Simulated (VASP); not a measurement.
Wanted: the native input for a VASP 6.6.1 run.

* Task: single point
* Functional: PBE
* Potentials or basis: VASP PAW PBE potentials, release 64 (Ti_sv, Al)
* Cutoff: 520 eV
* k mesh: 5 × 5 × 6
* Occupations: gaussian, width 0.2 eV
* Spin: no spin polarisation
* Dipole correction: no
* Further INCAR settings: ALGO = Normal; EDIFF = 1e-07; NBANDS = 18

The structure of TiAl3 lies in POSCAR:

```
TiAl3
1.0
    3.9806541127      0.0000000000      0.0000000000
    0.0000000000      3.9806541127      0.0000000000
    0.0000000000      0.0000000000      3.9718945601
Ti Al
1 3
Direct
    0.5000000000      0.5000000000      0.5427287733
    0.0000000000      0.5000000000      0.0427003100
    0.5000000000      0.0000000000      0.0427003100
    0.0000000000      0.0000000000      0.5426586968
```

The input as run:

INCAR

```
ALGO = Normal
EDIFF = 1E-7
ENCUT = 520
GGA = PE
ISIF = 2
ISMEAR = 0
LASPH = T
LCHARG = T
LELF = T
LREAL = F
LVHAR = T
LWAVE = F
NBANDS = 18
NELM = 60
PREC = Accurate
SIGMA = 0.2
```

KPOINTS

```
k-points
0
Gamma
  5 5 6
```

Potentials or basis: VASP PAW PBE potentials, release 64 (Ti_sv, Al).

Run with:

```bash
$ cat potpaw_PBE.64/Ti_sv/POTCAR potpaw_PBE.64/Al/POTCAR > POTCAR
$ mpirun -np 1 vasp_std > vasp.out
```

Results of the run:

| Quantity | Value |
| --- | --- |
| Pressure | 0.2 GPa |

Run time: 12 s on 1 thread of Intel(R) Xeon(R) 6975P-C (Granite Rapids), on a shared host, peak memory 0.17 GiB.
